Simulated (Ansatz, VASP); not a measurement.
One calculation of TiZn3, two programs

```
Ti Zn
1.0
     4.01084    0.00000    0.00000
     0.00000    4.01084    0.00000
     0.00000    0.00000    3.93220
Ti Zn
1 3
Direct
  0.00000 0.00000 0.00000
  0.00000 0.50000 0.50000
  0.50000 0.00000 0.50000
  0.50000 0.50000 0.00000
```

Change from the starting cell: equal xx and yy strain of +2 %.

Alike in both runs: task single point; functional LDA; k mesh 9 × 9 × 9; occupations fermi-dirac, width 0.05 eV; no spin polarisation.

```csv
,VASP,Ansatz
version,VASP 6.6.1,Ansatz 0.2.0
potentials or method,"VASP PAW LDA potentials, release 64 (Ti_sv, Zn), cutoff 520 eV","all-electron LAPW, scalar-relativistic"
```

VASP gave:

- pressure (GPa): -12.2
- traceless stress, the component that is largest in VASP (GPa): 0.24

Q: Estimate Ansatz's values.

A: Pressure (GPa): -12.7; traceless stress, the component that is largest in VASP (GPa): 0.22.

LDA's correlation is that of Perdew and Zunger in VASP and of Perdew and Wang (1992) in Ansatz. Ansatz ran all-electron here, and VASP with PAW potentials.
